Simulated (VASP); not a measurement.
A run of VASP 6.6.1 is set up as follows.

POSCAR

```
Ti
1.0
    4.6000000000      0.0000000000      0.0000000000
   -2.3000000000      3.9837170000      0.0000000000
    0.0000000000      0.0000000000      2.8200000000
Ti
3
Direct
    0.0000000000      0.0000000000      0.0000000000
    0.3333333333      0.6666666667      0.5000000000
    0.6666666667      0.3333333333      0.5000000000
```

The input INCAR.step1:

```
SYSTEM = Ti
PREC = Accurate ; ENCUT = 600
ISMEAR = 1 ; SIGMA = 0.05
LREAL = .FALSE. ; LASPH = .TRUE.
NELM = 60 ; GGA = PE
ALGO = Normal ; EDIFF = 1E-4
LWAVE = .TRUE. ; LCHARG = .FALSE.
```

The input INCAR.step2:

```
SYSTEM = Ti
PREC = Accurate ; ENCUT = 600
EDIFF = 1E-6 ; ISMEAR = 1
SIGMA = 0.05 ; LREAL = .FALSE.
LASPH = .TRUE. ; NELM = 60
ALGO = Normal ; ISIF = 3
LWAVE = .FALSE. ; LCHARG = .FALSE.
METAGGA = R2SCAN ; LMIXTAU = .TRUE.
IBRION = 2 ; NSW = 80
EDIFFG = -0.01 ; ISTART = 1
```

Contents of KPOINTS:

```
regular mesh
0
G
  8 8 11
  0 0 0
```

Potentials or basis: VASP PAW PBE potentials, release 64 (Ti_sv).

Run with:

```bash
$ cat potpaw_PBE.64/Ti_sv/POTCAR > POTCAR
$ cp INCAR.step1 INCAR
$ mpirun -np 1 vasp_std > vasp.out
$ cp INCAR.step2 INCAR
$ mpirun -np 1 vasp_std > vasp.out
```

Predict the band gap on the k mesh.

zero (bands 18 and 19 overlap by 0.20 eV).

What does it give for the relaxed cell?

a = 4.574 Å, b = 4.574 Å, c = 2.827 Å, α = 90.00°, β = 90.00°, γ = 120.00°.

Predict the relaxed volume.

17.07 Å³/atom.

Estimate the space group after relaxing (to 0.1 Å).

P6/mmm (No. 191).

Final structure:
```yaml
crystal:
  lattice:
    - [4.57413, 0.00000, 0.00000]
    - [-2.28707, 3.96131, 0.00000]
    - [0.00000, 0.00000, 2.82666]
  atoms:
    - { symbol: Ti, position: [0.00000, 0.00000, 0.00000] }
    - { symbol: Ti, position: [0.33333, 0.66667, 0.50000] }
    - { symbol: Ti, position: [0.66667, 0.33333, 0.50000] }
```

Caveat: the PAW data sets were made with another functional, which shifts forces and pressure a little.
